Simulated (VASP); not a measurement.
A run of VASP 6.6.1 is set up as follows.

The input POSCAR:

```
SiO2
1.0
    5.0360754339      0.0000000000      0.0000000000
   -2.5180377169      4.3613692611      0.0000000000
    0.0000000000      0.0000000000      8.5650778597
Si O
4 8
Direct
    0.6666666667      0.3333333333      0.9370460698
    0.6666666667      0.3333333333      0.5629539302
    0.3333333333      0.6666666667      0.0629539302
    0.3333333333      0.6666666667      0.4370460698
    0.0000000000      0.4133082251      0.0000000000
    0.4133082251      0.4133082251      0.5000000000
    0.5866917749      0.0000000000      0.5000000000
    0.5866917749      0.5866917749      0.0000000000
    1.0000000000      0.5866917749      0.5000000000
    0.6666666667      0.3333333333      0.7500000000
    0.3333333333      0.6666666667      0.2500000000
    0.4133082251      0.0000000000      0.0000000000
```

The input INCAR.step1:

```
SYSTEM = SiO2
PREC     = Accurate       ! precision mode
ENCUT    = 520            ! plane-wave cutoff, eV
ISMEAR   = 0              ! smearing method
SIGMA    = 0.05           ! smearing width, eV
LREAL    = .False.        ! projectors in reciprocal space
LASPH    = .True.         ! aspherical terms in the spheres
NELM     = 80             ! most SCF steps
NBANDS   = 44             ! bands
GGA      = PE             ! functional
ALGO     = Normal         ! electronic algorithm
EDIFF    = 1E-4           ! SCF threshold, eV
LWAVE    = .True.         ! write WAVECAR
LCHARG   = .False.        ! write CHGCAR
```

INCAR.step2

```
SYSTEM = SiO2
PREC     = Accurate       ! precision mode
ENCUT    = 520            ! plane-wave cutoff, eV
EDIFF    = 1E-6           ! SCF threshold, eV
ISMEAR   = 0              ! smearing method
SIGMA    = 0.05           ! smearing width, eV
LREAL    = .False.        ! projectors in reciprocal space
LASPH    = .True.         ! aspherical terms in the spheres
NELM     = 80             ! most SCF steps
ALGO     = Normal         ! electronic algorithm
ISIF     = 2              ! what is computed and relaxed
LWAVE    = .False.        ! write WAVECAR
LCHARG   = .True.         ! write CHGCAR
METAGGA  = R2SCAN         ! meta-GGA
LMIXTAU  = .True.       
LELF     = .True.         ! ELF
LVHAR    = .True.       
NBANDS   = 44             ! bands
ISTART   = 1
```

KPOINTS

```
Automatic mesh
0
Gamma
  6 6 4
  0 0 0
```

Potentials or basis: VASP PAW PBE potentials, release 64 (Si, O).

The run is started by

```sh
$ cat potpaw_PBE.64/Si/POTCAR potpaw_PBE.64/O/POTCAR > POTCAR
$ cp INCAR.step1 INCAR
$ mpirun -np 1 vasp_std > vasp.out
$ cp INCAR.step2 INCAR
$ mpirun -np 1 vasp_std > vasp.out
```

**Question.** Predict the pressure.

**Answer.** 0.1 GPa.

**Question.** Predict the band gap on the k mesh.

**Answer.** 6.18 eV, indirect (least direct gap 6.24 eV).

Forces in eV/Å, atoms in the order of the input:
```
Si   0.000  0.000 -0.017
Si   0.000  0.000  0.017
Si   0.000  0.000  0.017
Si   0.000  0.000 -0.017
O    0.000  0.000  0.000
O    0.000  0.000  0.000
O   -0.001  0.000  0.000
O    0.000  0.000  0.000
O    0.000  0.000  0.000
O    0.000  0.000  0.000
O    0.000  0.000  0.000
O    0.001  0.000  0.000
```

Caveat: the PAW data sets were made with another functional, which shifts forces and pressure a little. r2SCAN opens gaps a little over a GGA but as a rule still falls short of measured ones.
